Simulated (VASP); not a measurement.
Wanted: the native input for a VASP 6.6.1 run.

- Task: single point
- Functional: r2SCAN
- Potentials or basis: VASP PAW PBE potentials, release 64 (Br)
- Cutoff: 520 eV
- k mesh: 14 × 14 × 14
- Occupations: gaussian, width 0.1 eV
- Spin: no spin polarisation
- Dipole correction: no
- Further INCAR settings: ALGO = Normal; EDIFF = 1e-06; NBANDS = 10

Br:

```
CELL_PARAMETERS angstrom
3.07850 0.00000 0.00000
0.00000 3.07850 0.00000
0.00000 0.00000 3.07850
ATOMIC_POSITIONS crystal
Br 0.00000 0.00000 0.00000
```

These files were run (other wordings do the same):

POSCAR

```
Br
1.0
    3.0785035984      0.0000000000      0.0000000000
    0.0000000000      3.0785035984      0.0000000000
    0.0000000000      0.0000000000      3.0785035984
Br
1
Direct
    0.0000000000      0.0000000000      0.0000000000
```

INCAR.step1

```
ALGO     = Normal         # electronic algorithm
EDIFF    = 1E-4           # SCF threshold, eV
ENCUT    = 520            # plane-wave cutoff, eV
GGA      = PE             # functional
ISMEAR   = 0              # smearing method
LASPH    = True           # aspherical terms in the spheres
LCHARG   = False          # write CHGCAR
LREAL    = False          # projectors in reciprocal space
LWAVE    = True           # write WAVECAR
NBANDS   = 10             # bands
NELM     = 100            # most SCF steps
PREC     = Accurate       # precision mode
SIGMA    = 0.1            # smearing width, eV
```

INCAR.step2

```
ALGO     = Normal         # electronic algorithm
EDIFF    = 1E-6           # SCF threshold, eV
ENCUT    = 520            # plane-wave cutoff, eV
ISIF     = 2              # what is computed and relaxed
ISMEAR   = 0              # smearing method
ISTART   = 1            
LASPH    = True           # aspherical terms in the spheres
LCHARG   = False          # write CHGCAR
LMIXTAU  = True         
LREAL    = False          # projectors in reciprocal space
LWAVE    = False          # write WAVECAR
METAGGA  = R2SCAN         # meta-GGA
NBANDS   = 10             # bands
NELM     = 100            # most SCF steps
PREC     = Accurate       # precision mode
SIGMA    = 0.1            # smearing width, eV
```

KPOINTS

```
k-points
0
Gamma
  14 14 14
```

Potentials or basis: VASP PAW PBE potentials, release 64 (Br).

Command:

```sh
$ cat potpaw_PBE.64/Br/POTCAR > POTCAR
$ cp INCAR.step1 INCAR
$ mpirun -np 1 vasp_std > vasp.out
$ cp INCAR.step2 INCAR
$ mpirun -np 1 vasp_std > vasp.out
```

Results of the run:

```yaml
Pressure: 0.0 GPa
Band_gap_on_the_k_mesh: zero (an odd number of electrons rules out a gap without spin polarisation)
```

Caveat: the PAW data sets were made with another functional, which shifts forces and pressure a little; an odd number of electrons without spin polarisation forces a metal; a magnetic or distorted state may lie lower.

Wall time 100 s on 1 thread of AMD EPYC 7R13 (shared host), peak memory 0.13 GiB.
